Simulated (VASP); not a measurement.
# Gd (Im-3m) in VASP: settings compared, part 2 of 2

VASP 6.6.1. The steps go on from the part before.

## (4) Single point, PBE, collinear spin, ferromagnetic start

The input, INCAR:

```
PREC = Accurate ; ENCUT = 600
EDIFF = 1E-6 ; ISMEAR = 0
SIGMA = 0.05 ; LREAL = F
LASPH = T ; NELM = 200
ALGO = Normal ; ISIF = 2
LWAVE = F ; LCHARG = F
ISPIN = 2 ; MAGMOM = 7
LORBIT = 11 ; LMAXMIX = 6
GGA = PE ; NBANDS = 19
GGA_COMPAT = F
```

The input, KPOINTS:

```
regular mesh
0
Gamma
  8 8 8
```

The input, POSCAR:

```
Gd
1.0
   -2.0250000000      2.0250000000      2.0250000000
    2.0250000000     -2.0250000000      2.0250000000
    2.0250000000      2.0250000000     -2.0250000000
Gd
1
Direct
    0.0000000000      0.0000000000      0.0000000000
```

Potentials or basis: VASP PAW PBE potentials, release 64 (Gd).

The run is started by

```
$ cat potpaw_PBE.64/Gd/POTCAR > POTCAR
$ mpirun -np 1 vasp_std > vasp.out
```

OUTCAR:

```text
PREC = Accurate
   ENCUT = 600
   EDIFF = 1E-6
   ISMEAR = 0
   LREAL = F
   LASPH = T
   NELM = 200
   ISIF = 2
   ISPIN = 2
   LORBIT = 11
   GGA = PE

 ion  position               nearest neighbor table
   1  0.000  0.000  0.000-

  LATTYP: Found a body centered cubic cell.
 ALAT       =     4.0500000000

  Lattice vectors:

 A1 = (  -2.0250000000,   2.0250000000,   2.0250000000)
 A2 = (   2.0250000000,  -2.0250000000,   2.0250000000)
 A3 = (   2.0250000000,   2.0250000000,  -2.0250000000)

[... 1262 lines left out ...]
  -------------------------------------------------------------------------------------
  Total       -0.0087715     -0.0087715     -0.0087715     -0.0000000      0.0000000     -0.0000000
  in kB       -0.4231076     -0.4231076     -0.4231076     -0.0000000      0.0000000     -0.0000000
  external PRESSURE =      -0.4231076 kB  Pullay stress =       0.0000000 kB

 VOLUME and BASIS-vectors are now :
 -----------------------------------------------------------------------------
  energy-cutoff  :      600.00
  volume of cell :       33.22
      direct lattice vectors                 reciprocal lattice vectors
    -2.025000000  2.025000000  2.025000000     0.000000000  0.246913580  0.246913580
     2.025000000 -2.025000000  2.025000000     0.246913580  0.000000000  0.246913580
     2.025000000  2.025000000 -2.025000000     0.246913580  0.246913580  0.000000000

 POSITION                                       TOTAL-FORCE (eV/Angst)
 -----------------------------------------------------------------------------------
      0.00000      0.00000      0.00000         0.000000      0.000000      0.000000
 -----------------------------------------------------------------------------------
    total drift:                               -0.000000     -0.000000     -0.000000

  FREE ENERGIE OF THE ION-ELECTRON SYSTEM (eV)
  ---------------------------------------------------
  free  energy   TOTEN  =       -11.6160492106 eV

  energy  without entropy=      -11.6124774903  energy(sigma->0) =      -11.61426335

 total charge

# of ion       s       p       d       f       tot
--------------------------------------------------
    1        2.072   5.561   0.589   6.974  15.196

 magnetization (x)

# of ion       s       p       d       f       tot
--------------------------------------------------
    1        0.002  -0.057   0.247   6.829   7.021
```

OSZICAR:

```text
N       E                     dE             d eps       ncg     rms          rms(c)
DAV:   1     0.101867534371E+03    0.10187E+03   -0.70150E+03  2901   0.540E+03
DAV:   2     0.584629296582E+01   -0.96021E+02   -0.84371E+02  2821   0.335E+02
[... 24 lines left out ...]
DAV:  27    -0.116162327956E+02   -0.20788E-03   -0.65565E-04  3856   0.306E-01    0.167E+00
DAV:  28    -0.116160487328E+02    0.18406E-03   -0.54155E-04  3084   0.533E-01    0.581E-01
DAV:  29    -0.116160602362E+02   -0.11503E-04   -0.21501E-04  3836   0.282E-01    0.466E-01
DAV:  30    -0.116160549876E+02    0.52485E-05   -0.27265E-05  3956   0.616E-02    0.164E-01
DAV:  31    -0.116160494016E+02    0.55860E-05   -0.93087E-06  2740   0.689E-02    0.107E-01
DAV:  32    -0.116160492106E+02    0.19105E-06   -0.25062E-06  2233   0.299E-02
   1 F= -.11616049E+02 E0= -.11614263E+02  d E =-.357172E-02  mag=     7.6645
```

Wall time 1.7 min (1 thread of Intel Xeon Platinum 8259CL at 2.50GHz (Skylake/Cascade Lake), shared host); peak memory 0.2 GiB.

Results:

| Item | Value |
| --- | --- |
| Free energy | -11.6160 eV |
| Pressure | 0.0 GPa |
| Net moment | 7.66 μB per cell |
| Site moments | Gd +7.02 μB |
| Valence electrons inside the program's atomic spheres | Gd 15.20 |

Levels at points of the mesh, in eV from the Fermi level:
Spin up:
```
           k point  band 9  band 10  band 11  band 12  band 13  band 14  band 15  band 16  band 17  band 18
(0.00, 0.00, 0.00)   -4.87    -4.87    -4.87    -4.84     1.26     1.26     1.26     3.49     3.49    10.36
(0.50, 0.00, 0.00)   -4.88    -4.88    -4.86    -2.46    -0.33     1.05     3.38     4.15     6.09     8.27
(0.50, 0.50, 0.50)   -4.86    -4.86    -4.86    -1.93    -1.93     5.42     5.42     5.42     5.83     5.83
```
Spin down:
| k point | band 1 | band 2 | band 3 | band 4 | band 5 | band 6 | band 7 | band 8 | band 9 | band 10 |
| --- | --- | --- | --- | --- | --- | --- | --- | --- | --- | --- |
| (0.00, 0.00, 0.00) | -42.10 | -19.96 | -19.96 | -19.96 | -4.20 | 0.32 | 0.32 | 0.32 | 0.61 | 0.61 |
| (0.50, 0.00, 0.00) | -42.02 | -20.79 | -20.23 | -19.97 | -1.53 | 0.33 | 0.37 | 0.45 | 0.55 | 0.56 |
| (0.50, 0.50, 0.50) | -41.96 | -20.53 | -20.53 | -20.53 | -1.14 | -1.14 | 0.37 | 0.44 | 0.44 | 0.44 |

Caveat: spin-orbit coupling is left out, which moves the levels of the heavy elements; semilocal functionals describe open f shells poorly, which spoils levels, moments and volumes.

## (5) Single point, PBE, collinear spin, ferromagnetic start

The input, INCAR:

```
SYSTEM = Gd
PREC = Accurate
ENCUT = 600
EDIFF = 1E-6
ISMEAR = 0
SIGMA = 0.05
LREAL = .FALSE.
LASPH = .TRUE.
NELM = 200
ALGO = Normal
ISIF = 2
LWAVE = .FALSE.
LCHARG = .FALSE.
ISPIN = 2
MAGMOM = 7
LORBIT = 11
LMAXMIX = 6
GGA = PE
NBANDS = 19
GGA_COMPAT = .FALSE.
```

The input, KPOINTS:

```
Automatic mesh
0
G
  10 10 10
  0 0 0
```

POSCAR is that of step 4.

Potentials or basis: VASP PAW PBE potentials, release 64 (Gd).

The run is started by

```
$ cat potpaw_PBE.64/Gd/POTCAR > POTCAR
$ mpirun -np 1 vasp_std > vasp.out
```

OUTCAR:

```text
SYSTEM = Gd
   PREC = Accurate
   ENCUT = 600
   EDIFF = 1E-6
   ISMEAR = 0
   LREAL = .FALSE.
   LASPH = .TRUE.
   NELM = 200
   ISIF = 2
   ISPIN = 2
   LORBIT = 11
   GGA = PE

 ion  position               nearest neighbor table
   1  0.000  0.000  0.000-

  LATTYP: Found a body centered cubic cell.
 ALAT       =     4.0500000000

  Lattice vectors:

 A1 = (  -2.0250000000,   2.0250000000,   2.0250000000)
 A2 = (   2.0250000000,  -2.0250000000,   2.0250000000)
 A3 = (   2.0250000000,   2.0250000000,  -2.0250000000)

Analysis of symmetry for initial positions (statically):
=====================================================================
 Subroutine PRICEL returns:
 Original cell was already a primitive cell.

 Routine SETGRP: Setting up the symmetry group for a
 body centered cubic supercell.

 Subroutine GETGRP returns: Found 48 space group operations
 (whereof 48 operations were pure point group operations)
 out of a pool of 48 trial point group operations.

The static configuration has the point symmetry O_h .

Analysis of symmetry for dynamics (positions and initial velocities):
=====================================================================
 Subroutine PRICEL returns:
 Original cell was already a primitive cell.

 Routine SETGRP: Setting up the symmetry group for a
 body centered cubic supercell.

 Subroutine GETGRP returns: Found 48 space group operations
 (whereof 48 operations were pure point group operations)
 out of a pool of 48 trial point group operations.

The dynamic configuration has the point symmetry O_h .

Analysis of structural, dynamic, and magnetic symmetry:
=====================================================================
 Subroutine PRICEL returns:
 Original cell was already a primitive cell.

 Routine SETGRP: Setting up the symmetry group for a
 body centered cubic supercell.

 Subroutine GETGRP returns: Found 48 space group operations
 (whereof 48 operations were pure point group operations)
[... 131 lines left out ...]
 spin polarized calculation
 Gauss-broadening in eV      SIGMA  =   0.05
  energy-cutoff  :      600.00
  volume of cell :       33.22
 maximum number of plane-waves:      1144
   NGX = 13   NGY = 13   NGZ = 13

 number of electron      18.0000009 magnetization       7.6897397

 Free energy of the ion-electron system (eV)
  ---------------------------------------------------
  ext. energy  EPLUGINS =         0.00000000
  ---------------------------------------------------
  free energy    TOTEN  =       -11.61663153 eV

  energy without entropy =      -11.61381271  energy(sigma->0) =      -11.61522212

 E-fermi :   2.9387     XC(G=0):  -9.9575

 val. band max:        2.9373209085   @ k =   0.5000   0.5000   0.1000
 cond. band min:       2.9579683581   @ k =  -0.3000   0.5000   0.1000
 fundamental gap:      0.0206474496
 Fermi energy:         2.9387066220

 spin component 1

 k-point     1 :       0.0000    0.0000    0.0000
  band No.  band energies     occupation
      1     -42.3954      1.00000
      2     -19.4116      1.00000
      3     -19.4116      1.00000
      4     -19.4116      1.00000
      5      -2.1312      1.00000
      6      -2.0499      1.00000
[... 517 lines left out ...]
     18      12.5960      0.00000
     19      14.4466      0.00000

 [... further k-points ...]

 spin component 2

 k-point     1 :       0.0000    0.0000    0.0000
  band No.  band energies     occupation
      1     -39.1310      1.00000
      2     -16.9890      1.00000
      3     -16.9890      1.00000
      4     -16.9890      1.00000
      5      -1.2087      1.00000
      6       3.2792      0.00000
[... 517 lines left out ...]
     18      13.6358      0.00000
     19      15.7367      0.00000

 [... further k-points ...]

------------------------ aborting loop because EDIFF is reached ----------------------------------------

  FORCE on cell =-STRESS in cart. coord.  units (eV):
  Direction    XX          YY          ZZ          XY          YZ          ZX
  --------------------------------------------------------------------------------------
  -------------------------------------------------------------------------------------
  Total       -0.0024742     -0.0024742     -0.0024742      0.0000000     -0.0000000      0.0000000
  in kB       -0.1193483     -0.1193483     -0.1193483      0.0000000     -0.0000000      0.0000000
  external PRESSURE =      -0.1193483 kB  Pullay stress =       0.0000000 kB

 VOLUME and BASIS-vectors are now :
 -----------------------------------------------------------------------------
  energy-cutoff  :      600.00
  volume of cell :       33.22
      direct lattice vectors                 reciprocal lattice vectors
    -2.025000000  2.025000000  2.025000000     0.000000000  0.246913580  0.246913580
     2.025000000 -2.025000000  2.025000000     0.246913580  0.000000000  0.246913580
     2.025000000  2.025000000 -2.025000000     0.246913580  0.246913580  0.000000000

 POSITION                                       TOTAL-FORCE (eV/Angst)
 -----------------------------------------------------------------------------------
      0.00000      0.00000      0.00000        -0.000000      0.000000     -0.000000
 -----------------------------------------------------------------------------------
    total drift:                               -0.000000     -0.000000     -0.000000

  FREE ENERGIE OF THE ION-ELECTRON SYSTEM (eV)
  ---------------------------------------------------
  free  energy   TOTEN  =       -11.6166315350 eV

  energy  without entropy=      -11.6138127058  energy(sigma->0) =      -11.61522212

 total charge

# of ion       s       p       d       f       tot
--------------------------------------------------
    1        2.072   5.560   0.593   6.971  15.196

 magnetization (x)

# of ion       s       p       d       f       tot
--------------------------------------------------
    1        0.002  -0.057   0.254   6.833   7.032
```

OSZICAR:

```text
N       E                     dE             d eps       ncg     rms          rms(c)
DAV:   1     0.107533856972E+03    0.10753E+03   -0.68441E+03  4513   0.527E+03
DAV:   2     0.785656205118E+01   -0.99677E+02   -0.86986E+02  4611   0.344E+02
DAV:   3    -0.771796365346E+01   -0.15575E+02   -0.15167E+02  5455   0.109E+02
[... 21 lines left out ...]
DAV:  25    -0.116166340811E+02    0.26532E-04   -0.40685E-05  5014   0.150E-01    0.643E-01
DAV:  26    -0.116166422112E+02   -0.81301E-05   -0.15236E-04  4674   0.279E-01    0.256E-01
DAV:  27    -0.116166398916E+02    0.23196E-05   -0.16615E-05  6438   0.446E-02    0.367E-01
DAV:  28    -0.116166344391E+02    0.54525E-05   -0.40869E-06  3759   0.474E-02    0.157E-01
DAV:  29    -0.116166313441E+02    0.30950E-05   -0.29156E-06  3961   0.368E-02    0.804E-02
DAV:  30    -0.116166315350E+02   -0.19086E-06   -0.30748E-07  2604   0.700E-03
   1 F= -.11616632E+02 E0= -.11615222E+02  d E =-.281883E-02  mag=     7.6892
```

stdout:

```text
POSCAR found type information on POSCAR Gd
 POSCAR found :  1 types and       1 ions
 scaLAPACK will be used
 LDA part: xc-table for (Slater+PW92), standard interpolation
 POSCAR, INCAR and KPOINTS ok, starting setup
 FFT: planning ... GRIDC
 FFT: planning ... GRID_SOFT
 FFT: planning ... GRID
 WAVECAR not read
 entering main loop
```

It took 2.5 min on 1 thread of Intel Xeon Platinum 8259CL at 2.50GHz (Skylake/Cascade Lake), shared host; peak memory 0.22 GiB.

Results:

```
Free energy                                           : -11.6166 eV
Pressure                                              : 0.0 GPa
Net moment                                            : 7.69 μB per cell
Site moments                                          : Gd +7.03 μB
Valence electrons inside the program's atomic spheres : Gd 15.20
```

Caveat: spin-orbit coupling is left out, which moves the levels of the heavy elements; semilocal functionals describe open f shells poorly, which spoils levels, moments and volumes. The state reached can hang on the start; a lower one may exist.

## (6) Single point, PBE, collinear spin, ferromagnetic start

The input, INCAR:

```
PREC = Accurate ; ENCUT = 600
EDIFF = 1E-6 ; ISMEAR = 0
SIGMA = 0.05 ; LREAL = False
LASPH = True ; NELM = 200
ALGO = Normal ; ISIF = 2
LWAVE = False ; LCHARG = False
ISPIN = 2 ; MAGMOM = 7
LORBIT = 11 ; LMAXMIX = 6
GGA = PE ; NBANDS = 19
GGA_COMPAT = False
```

The input, KPOINTS:

```
Automatic mesh
0
Gamma
  13 13 13
```

POSCAR is that of step 5.

Potentials or basis: VASP PAW PBE potentials, release 64 (Gd).

The run is started by

```
$ cat potpaw_PBE.64/Gd/POTCAR > POTCAR
$ mpirun -np 1 vasp_std > vasp.out
```

Wall time 3.9 min (1 thread of Intel Xeon Platinum 8259CL at 2.50GHz (Skylake/Cascade Lake), shared host); peak memory 0.25 GiB.

Results (log left out):

* Free energy: -11.6166 eV
* Pressure: -0.2 GPa
* Net moment: 7.67 μB per cell
* Site moments: Gd +7.03 μB
* Valence electrons inside the program's atomic spheres: Gd 15.20

Levels at points of the mesh, in eV from the Fermi level:
Spin up:
```
           k point  band 10  band 11  band 12  band 13  band 14  band 15  band 16  band 17
(0.00, 0.00, 0.00)    -4.86    -4.86    -4.83     1.27     1.27     1.27     3.51     3.51
```
Spin down:
```
           k point  band 2  band 3  band 4  band 5  band 6  band 7  band 8  band 9
(0.00, 0.00, 0.00)  -19.94  -19.94  -19.94   -4.18    0.34    0.34    0.34    0.63
```

Caveat: spin-orbit coupling is left out, which moves the levels of the heavy elements; semilocal functionals describe open f shells poorly, which spoils levels, moments and volumes. The state reached can hang on the start; a lower one may exist.

## (7) The runs side by side

```tsv
level	k mesh	cutoff (eV)	smearing	gap on the mesh (eV)	pressure (GPa)	moment (μB)
PBEsol	9 × 9 × 9	520	fermi-dirac 0.05 eV	none	-2.3	7.61
LDA	9 × 9 × 9	520	fermi-dirac 0.05 eV	none	-4.0	7.45
PBE	8 × 8 × 8	600	gaussian 0.05 eV	none	0.0	7.66
PBE	10 × 10 × 10	600	gaussian 0.05 eV	none	0.0	7.69
PBE	13 × 13 × 13	600	gaussian 0.05 eV	none	-0.2	7.67
```

Alike in all rows: task single point; potentials or basis VASP PAW PBE potentials, release 64 (Gd); spin collinear, ferromagnetic start; cell as given.

The pressure there spans -4.0 GPa (LDA) to 0.0 GPa (PBE); a positive pressure means that this level wants a larger cell, a negative one a smaller.

Caveats: spin-orbit coupling is left out, which moves the levels of the heavy elements; semilocal functionals describe open f shells poorly, which spoils levels, moments and volumes; the PAW data sets were made with another functional, which shifts forces and pressure a little (at least some runs); the cell stands under tension (at least some runs).

Total energies depend on the potentials used, so only differences within one code and one set of settings carry meaning.
